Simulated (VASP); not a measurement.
Here is a VASP 6.6.1 calculation.

The input INCAR:

```
PREC = Accurate
ENCUT = 520
EDIFF = 1E-7
ISMEAR = 0
SIGMA = 0.05
LREAL = F
LASPH = T
NELM = 150
ALGO = Normal
ISIF = 2
LWAVE = F
LCHARG = F
ISPIN = 2
MAGMOM = 2 0
LORBIT = 11
LMAXMIX = 4
LDAU = T
LDAUTYPE = 2
LDAUL = 2 -1
LDAUU = 4 0
LDAUJ = 0 0
LDAUPRINT = 1
GGA = PS
NBANDS = 19
```

KPOINTS

```
Automatic mesh
0
Gamma
  8 8 8
```

File POSCAR:

```
NiO
1.0
    0.0000000000      2.0913095100      2.0913095100
    2.0913095100      0.0000000000      2.0913095100
    2.0913095100      2.0913095100      0.0000000000
Ni O
1 1
Direct
    0.0000000000      0.0000000000      0.0000000000
    0.5000000000      0.5000000000      0.5000000000
```

Potentials or basis: VASP PAW PBE potentials, release 64 (Ni, O).

Command:

```bash
$ cat potpaw_PBE.64/Ni/POTCAR potpaw_PBE.64/O/POTCAR > POTCAR
$ mpirun -np 1 vasp_std > vasp.out
```

What does it give for the net moment?

2.00 μB per cell.

Estimate the site moments.

Ni +1.74; O +0.24 μB.

Eigenvalues of the final occupation matrices:
```csv
site,spin,trace,eigenvalues
site 1 d,1,4.98,0.98 0.98 0.98 1.03 1.03
site 1 d,2,3.27,0.17 0.17 0.97 0.97 0.97
```

Caveat: a cell with one magnetic atom can't hold antiferromagnetic order, which such compounds often take. The state reached can hang on the start; a lower one may exist.
